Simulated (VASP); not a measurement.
# Li33F32 (a cell with a defect): single point with PBEsol

System: Li33F32 (a cell with a defect).

```xyz
65
Lattice="8.0152 0.0000 0.0000 0.0000 8.0152 0.0000 0.0000 0.0000 8.0152" Properties=species:S:1:pos:R:3 pbc="T T T"
F     2.0068    0.0060    0.0059
F     1.9921    7.9942    4.0211
F     1.9921    4.0205    7.9948
F     2.0052    4.0094    4.0092
F     6.0083    0.0045    0.0049
F     6.0074    0.0061    4.0065
F     6.0072    4.0063    0.0062
F     6.0328    4.0203    4.0209
F     0.0012    2.0115    0.0063
F     7.9894    1.9978    4.0205
F     8.0151    6.0130    0.0050
F     0.0015    6.0113    4.0065
F     4.0161    1.9970    7.9940
F     4.0050    2.0063    4.0101
F     4.0016    6.0116    0.0061
F     4.0157    6.0397    4.0210
F     0.0014    0.0061    2.0116
F     8.0151    0.0048    6.0132
F     7.9888    4.0203    1.9978
F     0.0015    4.0062    6.0115
F     4.0159    7.9929    1.9973
F     4.0016    0.0061    6.0120
F     4.0057    4.0109    2.0069
F     4.0155    4.0202    6.0400
F     2.0038    2.0072    2.0076
F     1.9924    1.9974    6.0394
F     1.9923    6.0392    1.9976
F     2.0067    6.0115    6.0118
F     6.0340    1.9970    1.9973
F     6.0070    2.0115    6.0118
F     6.0071    6.0117    2.0119
F     6.0083    6.0129    6.0131
Li    8.0092    8.0141    8.0140
Li    7.9722    7.9770    4.0161
Li    7.9717    4.0159    7.9773
Li    7.9950    4.0213    4.0215
Li    4.0112    7.9761    7.9765
Li    4.0166    8.0003    4.0219
Li    4.0166    4.0212    8.0010
Li    4.2321    4.2403    4.2408
Li    1.9913    1.9961    8.0007
Li    1.7748    1.7800    4.2389
Li    1.9969    6.0562    7.9770
Li    1.9913    6.0330    4.0219
Li    6.0514    2.0019    7.9768
Li    6.0276    1.9966    4.0217
Li    6.0140    6.0186    8.0145
Li    6.0513    6.0562    4.0161
Li    1.9912    8.0001    1.9966
Li    1.9970    7.9770    6.0561
Li    1.7737    4.2393    1.7802
Li    1.9913    4.0214    6.0337
Li    6.0518    7.9764    2.0022
Li    6.0143    8.0143    6.0187
Li    6.0270    4.0211    1.9968
Li    6.0514    4.0158    6.0564
Li    7.9954    1.9963    1.9964
Li    7.9720    2.0020    6.0563
Li    7.9715    6.0563    2.0018
Li    8.0092    6.0188    6.0189
Li    4.2344    1.7765    1.7780
Li    4.0167    1.9961    6.0331
Li    4.0167    6.0325    1.9966
Li    4.0112    6.0568    6.0571
Li    3.0066    3.0082    3.0075
```

```yaml
Program: VASP 6.6.1
Task: single point
Functional: PBEsol
Potentials_or_basis: VASP PAW PBE potentials, release 64 (F, Li_sv)
Cutoff: 650 eV
k_mesh: 1 × 1 × 1, shifted
Occupations: fermi-dirac, width 0.05 eV
Spin: no spin polarisation
Dipole_correction: no
Charge: 1
Further_INCAR_settings: LREAL = Auto; ALGO = Normal; EDIFF = 1e-06; NBANDS = 200; ISYM = 0; NELECT = 322.0
```

The largest force is 0.052 eV/Å.

Forces on the atoms (eV/Å):
```
F   -0.001  0.000  0.001
F   -0.001 -0.023  0.000
F   -0.001  0.001 -0.024
F   -0.031  0.029  0.030
F   -0.001  0.002  0.001
F   -0.002  0.000  0.001
F   -0.001  0.001  0.001
F    0.030  0.001  0.000
F    0.001  0.001  0.000
F   -0.023 -0.001  0.001
F    0.001 -0.001  0.000
F    0.000  0.000  0.001
F    0.000 -0.001 -0.026
F    0.031 -0.028  0.030
F    0.001  0.000  0.001
F   -0.001  0.028  0.000
F    0.000  0.001  0.002
F    0.001  0.000 -0.001
F   -0.022  0.001 -0.001
F    0.000  0.002  0.001
F    0.001 -0.025 -0.001
F    0.002  0.000 -0.001
F    0.030  0.028 -0.029
F   -0.001  0.000  0.029
F   -0.029 -0.023 -0.023
F    0.001 -0.001  0.025
F    0.000  0.024 -0.001
F    0.006  0.001  0.002
F    0.026 -0.001 -0.001
F   -0.003  0.004  0.001
F   -0.003  0.000  0.004
F   -0.007  0.002  0.003
Li   0.002  0.002  0.002
Li   0.001  0.000 -0.001
Li   0.001 -0.002 -0.001
Li   0.000  0.002  0.002
Li  -0.003  0.001  0.001
Li   0.001  0.000  0.001
Li   0.001  0.004 -0.002
Li  -0.015 -0.020 -0.020
Li   0.007  0.004  0.001
Li   0.017  0.014 -0.016
Li   0.003 -0.004 -0.002
Li   0.004 -0.008  0.000
Li  -0.003  0.001 -0.004
Li  -0.007  0.002 -0.001
Li  -0.003 -0.006  0.002
Li  -0.006 -0.007  0.001
Li   0.007  0.002  0.003
Li   0.002 -0.003 -0.003
Li   0.019 -0.017  0.015
Li   0.003  0.000 -0.008
Li  -0.004 -0.004  0.002
Li  -0.003  0.002 -0.005
Li  -0.006  0.000  0.002
Li  -0.007  0.001 -0.007
Li   0.002  0.003  0.004
Li  -0.002  0.001 -0.003
Li  -0.001 -0.003  0.003
Li   0.002 -0.005 -0.005
Li  -0.017  0.019  0.018
Li  -0.001  0.003 -0.008
Li  -0.001 -0.006  0.002
Li   0.001 -0.007 -0.007
Li   0.004  0.008  0.008
```

Levels at points of the mesh, in eV from the Fermi level:
```
           k point  band 159  band 160  band 161  band 162  band 163  band 164
(0.25, 0.25, 0.25)     -1.41     -1.36     -1.36      8.08      8.93      9.20
```

Run time: 41 min on 1 thread of Intel Xeon 8259CL, with other jobs on the host, peak memory 0.87 GiB.

Caveat: the cell carries a net charge on a neutralising background, which shifts energy and pressure; the cell is charged against a uniform background, so pressure and absolute levels hang on convention; the PAW data sets were made with another functional, which shifts forces and pressure a little.
